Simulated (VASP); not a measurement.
Set up this calculation in VASP 6.6.1, as the native input.

```yaml
Task: single point
Functional: HSE06
Potentials_or_basis: VASP PAW PBE potentials, release 64 (Cs_sv, Cl)
Cutoff: 400 eV
k_mesh: 4 × 4 × 4
Occupations: fermi-dirac, width 0.05 eV
Spin: no spin polarisation
Dipole_correction: no
Grid_for_exact_exchange_PRECFOCK: Normal
Further_INCAR_settings: ALGO = Normal; EDIFF = 1e-06; NBANDS = 15
Share_of_exact_exchange: 0.25
Screening_parameter: 0.2079 1/Å
```

CsCl (CsCl type):

```
Cs Cl
1.0
     4.17181    0.00000    0.00000
     0.00000    4.17181    0.00000
     0.00000    0.00000    4.17181
Cs Cl
1 1
Direct
  0.00000 0.00000 0.00000
  0.50000 0.50000 0.50000
```

These files were run (other wordings do the same):

POSCAR

```
CsCl
1.0
    4.1718112312      0.0000000000      0.0000000000
    0.0000000000      4.1718112312      0.0000000000
    0.0000000000      0.0000000000      4.1718112312
Cs Cl
1 1
Direct
    0.0000000000      0.0000000000      0.0000000000
    0.5000000000      0.5000000000      0.5000000000
```

INCAR.step1

```
SYSTEM = CsCl
ALGO = Normal ; EDIFF = 1E-5
ENCUT = 400 ; GGA = PE
GGA_COMPAT = .FALSE. ; ISIF = 2
ISMEAR = -1 ; LASPH = .TRUE.
LCHARG = .FALSE. ; LREAL = .FALSE.
LWAVE = .TRUE. ; NBANDS = 15
NELM = 120 ; PREC = Accurate
SIGMA = 0.05
```

INCAR.step2

```
SYSTEM = CsCl
ALGO = Normal ; EDIFF = 1E-6
ENCUT = 400 ; GGA = PE
GGA_COMPAT = .FALSE. ; HFSCREEN = 0.2079
ISIF = 2 ; ISMEAR = -1
ISTART = 1 ; LASPH = .TRUE.
LCHARG = .FALSE. ; LHFCALC = .TRUE.
LREAL = .FALSE. ; LWAVE = .FALSE.
NBANDS = 15 ; NELM = 120
PREC = Accurate ; PRECFOCK = Normal
SIGMA = 0.05
```

KPOINTS

```
k-points
0
G
  4 4 4
  0 0 0
```

Potentials or basis: VASP PAW PBE potentials, release 64 (Cs_sv, Cl).

Command:

```bash
$ cat potpaw_PBE.64/Cs_sv/POTCAR potpaw_PBE.64/Cl/POTCAR > POTCAR
$ cp INCAR.step1 INCAR
$ mpirun -np 1 vasp_std > vasp.out
$ cp INCAR.step2 INCAR
$ mpirun -np 1 vasp_std > vasp.out
```

Results of the run:

```yaml
Pressure: 0.0 GPa
Band_gap_on_the_k_mesh: 6.41 eV
```

Caveat: the PAW data sets were made with another functional, which shifts forces and pressure a little; spin-orbit coupling is left out, which moves the levels of the heavy elements.

Run time: 6.5 min on 1 thread of Intel(R) Xeon(R) Platinum 8259CL CPU @ 2.50GHz (Skylake/Cascade Lake), on a shared host, peak memory 0.26 GiB.
